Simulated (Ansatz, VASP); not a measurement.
# Two plane-wave programs on SnSe5

The input INCAR:

```
PREC     = Accurate       # precision mode
ENCUT    = 600            # plane-wave cutoff, eV
EDIFF    = 1E-6           # SCF threshold, eV
ISMEAR   = 0              # smearing method
SIGMA    = 0.1            # smearing width, eV
LREAL    = False          # projectors in reciprocal space
LASPH    = True           # aspherical terms in the spheres
NELM     = 60             # most SCF steps
ALGO     = Normal         # electronic algorithm
ISIF     = 3              # what is computed and relaxed
LWAVE    = False          # write WAVECAR
LCHARG   = False          # write CHGCAR
GGA      = PE             # functional
IBRION   = 2              # ionic algorithm
NSW      = 100            # ionic steps
EDIFFG   = -0.01          # ionic threshold
```

The input KPOINTS:

```
regular mesh
0
Gamma
  6 6 10
```

POSCAR

```
SnSe5
1.0
    7.2445504131      0.0000000000      0.0000000000
   -3.6222752065      6.2739646967      0.0000000000
    0.0000000000      0.0000000000      3.5274896663
Sn Se
1 5
Direct
    0.0000000000      0.0000000000      0.0000000000
    0.3333333333      0.6666666667      0.0000000000
    0.6666666667      0.3333333333      0.0000000000
    0.5000000000      0.0000000000      0.5000000000
    0.5000000000      0.5000000000      0.5000000000
    0.0000000000      0.5000000000      0.5000000000
```

Input for Ansatz:

```yaml
crystal:
  lattice:
    - [7.2445504049, 0.0, 0.0]
    - [-3.6222752024, 6.2739646896, 0.0]
    - [0.0, 0.0, 3.5274896205]
  atoms:
    - { symbol: Sn, position: [0.0, 0.0, 0.0] }
    - { symbol: Se, position: [0.3333333333, 0.6666666667, 0.0] }
    - { symbol: Se, position: [0.6666666667, 0.3333333333, 0.0] }
    - { symbol: Se, position: [0.5, 0.0, 0.5] }
    - { symbol: Se, position: [0.5, 0.5, 0.5] }
    - { symbol: Se, position: [0.0, 0.5, 0.5] }
basis:
  ecutwfc: 420
kpoints:
  mp_grid: { grid: [6, 6, 10] }
hamiltonian:
  xc: pbe
scf:
  occupations: { method: gaussian, width: 0.1 }
output:
  forces: true
  stress: true
  eigenvalues: true
  write_density: true
  write_potential: true
  elf: true
  volumetric_format: npy
relax:
  adjacent_minimum: "off"
  f_tol: 0.01
  max_steps: 80
  cell: { stress_tol: 0.05 }
```

Change from the starting cell: species swapped into the LaCo5 type (P6/mmm, No. 191).

Alike in both runs: task relaxation of cell and atoms; functional PBE; k mesh 6 × 6 × 10; occupations gaussian, width 0.1 eV; no spin polarisation.

```csv
,VASP,Ansatz
version,VASP 6.6.1,Ansatz 0.2.0
potentials or method,"VASP PAW PBE potentials, release 64 (Sn_d, Se), cutoff 600 eV","scalar-relativistic, plane waves, PAW"
valence electrons in the cell,44,94
```

Ansatz gave:

| Quantity | Value |
| --- | --- |
| gap on the k mesh at the Fermi level, each at its own relaxed structure (eV) | none |
| relaxed volume (Å³/atom) | 26.68 |
| relaxed length of the cell vector where the two differ most in proportion (Å) | 3.550 |

Task: Estimate VASP's values.

Result: gap on the k mesh at the Fermi level, each at its own relaxed structure (eV): none; relaxed volume (Å³/atom): 26.69; relaxed length of the cell vector where the two differ most in proportion (Å): 3.552.

A gap of «none» marks a metal or a gap that the smearing closes. VASP's potentials hold 44 valence electrons a cell and Ansatz's 94, so a difference there can come from the potentials and not from the codes.
